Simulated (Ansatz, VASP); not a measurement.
# SrMg: VASP beside Ansatz

```
CELL_PARAMETERS angstrom
3.84150 0.00000 0.00000
0.00000 3.84150 0.00000
0.00000 0.00000 3.78300
ATOMIC_POSITIONS crystal
Sr 0.50000 0.50000 0.50000
Mg 0.00000 0.00000 0.00000
```

Change from the starting cell: strain -0.015 along x and y, -0.030 along z, atoms carried along.

Alike in both runs: task single point; functional LDA; k mesh 12 × 12 × 12; occupations gaussian, width 0.15 eV; no spin polarisation.

|  | VASP | Ansatz |
| --- | --- | --- |
| version | VASP 6.6.1 | Ansatz 0.2.0 |
| potentials or method | VASP PAW LDA potentials, release 64 (Sr_sv, Mg), cutoff 520 eV | scalar-relativistic, plane waves, PAW |
| valence electrons in the cell | 12 | 20 |

```tsv
	VASP	Ansatz	Ansatz less VASP
gap on the k mesh at the Fermi level (eV)	none	none	-
pressure (GPa)	5.7	5.8	+0.12
traceless stress, the component that is largest in VASP (GPa)	0.11	0.11	-0.003
```

LDA's correlation is that of Perdew and Zunger in VASP and of Perdew and Wang (1992) in Ansatz. A gap of «none» marks a metal or a gap that the smearing closes. VASP's potentials hold 12 valence electrons a cell and Ansatz's 20, so a difference there can come from the potentials and not from the codes.
